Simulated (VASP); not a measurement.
Runs of VASP 6.6.1 on SrTlBr3. The structure is that of space group Pm-3m (No. 221), or close to it. The cells are those of the table. 

```csv
level,cell,smearing,gap on the mesh (eV),pressure (GPa)
r2SCAN,"a = 5.933, b = 5.933, c = 5.899 Å, 5 atoms",gaussian 0.01 eV,(b),-0.1
r2SCAN,"a = 5.992 Å, 5 atoms",gaussian 0.01 eV,3.58,-0.8
PBE,"a = 5.992 Å, 5 atoms",fermi-dirac 0.02 eV,3.13,-0.2
r2SCAN,"a = 5.903 Å, 5 atoms",gaussian 0.01 eV,(a),0.1
```

Alike in all rows: task single point; potentials or basis VASP PAW PBE potentials, release 64 (Tl_d, Sr_sv, Br); no spin polarisation; k mesh 4 × 4 × 4; cutoff (eV) 520.

Problem. Estimate the missing entries.

Solution. (a) 3.61; (b) 3.60.

Caveats: spin-orbit coupling is left out, which moves the levels of the heavy elements; the PAW data sets were made with another functional, which shifts forces and pressure a little (at least some runs).

A k mesh can miss the band edges, and the runs leave out spin-orbit coupling on Br, Sr, Tl.
